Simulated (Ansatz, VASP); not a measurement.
This is a calculation of Ni for VASP 6.6.1.

The input INCAR:

```
PREC     = Accurate       # precision mode
ENCUT    = 520            # plane-wave cutoff, eV
EDIFF    = 1E-6           # SCF threshold, eV
ISMEAR   = -1             # smearing method
SIGMA    = 0.05           # smearing width, eV
LREAL    = False          # projectors in reciprocal space
LASPH    = True           # aspherical terms in the spheres
NELM     = 150            # most SCF steps
ALGO     = Normal         # electronic algorithm
ISIF     = 2              # what is computed and relaxed
LWAVE    = False          # write WAVECAR
LCHARG   = False          # write CHGCAR
ISPIN    = 2              # spin polarisation
MAGMOM   = 1              # initial moments
LORBIT   = 11             # projections on sites
LMAXMIX  = 4              # l up to which the mixer works
GGA      = PS             # functional
NBANDS   = 15             # bands
```

File KPOINTS:

```
regular mesh
0
Gamma
  13 13 13
```

Contents of POSCAR:

```
Ni
1.0
   -1.3928794157      1.3928794157      1.3928794157
    1.3928794157     -1.3928794157      1.3928794157
    1.3928794157      1.3928794157     -1.3928794157
Ni
1
Direct
    0.0000000000      0.0000000000      0.0000000000
```

Potentials or basis: VASP PAW PBE potentials, release 64 (Ni).

Command:

```bash
$ cat potpaw_PBE.64/Ni/POTCAR > POTCAR
$ mpirun -np 1 vasp_std > vasp.out
```

Q: Translate it to Ansatz 0.2.0. Potentials there: all-electron LAPW, scalar-relativistic.

A: As run (the cutoff follows the program's own potentials):

The input input.yaml:

```yaml
crystal:
  lattice:
    - [-1.3928794157, 1.3928794157, 1.3928794157]
    - [1.3928794157, -1.3928794157, 1.3928794157]
    - [1.3928794157, 1.3928794157, -1.3928794157]
  atoms:
    - { symbol: Ni, position: [0.0, 0.0, 0.0], spin: 1.0 }
kpoints:
  mp_grid: { grid: [13, 13, 13] }
scf:
  occupations: { method: fermi_dirac, width: 0.05 }
hamiltonian:
  xc: pbesol
  pseudopotentials: { kind: all_electron, lapw: { basis_error: 0.001 } }
magnetization:
  spin_polarized: true
output:
  forces: true
  stress: true
  eigenvalues: true
```

Potentials or basis: all-electron LAPW, scalar-relativistic.

The run is started by

```console
$ ansatz run input.yaml --threads 2 --pin off --max-ram 6144MiB --backend cpu --events-out ev --progress --plain --runs-dir out
```

Both were run:

|  | VASP | Ansatz | Ansatz less VASP |
| --- | --- | --- | --- |
| gap on the k mesh at the Fermi level (eV) | none | none | - |
| pressure (GPa) | -6.4 | -6.4 | +0.01 |
| net moment per atom (μB) | 0.59 | 0.60 | +0.012 |
| size of the moment on the site where the two differ most (μB) | 0.59 | 0.62 | +0.029 |

VASP's potentials were made for PBE, not for PBEsol. Site moments also hang on the region over which each program counts them. A gap of «none» marks a metal or a gap that the smearing closes. Ansatz ran all-electron here, and VASP with PAW potentials.
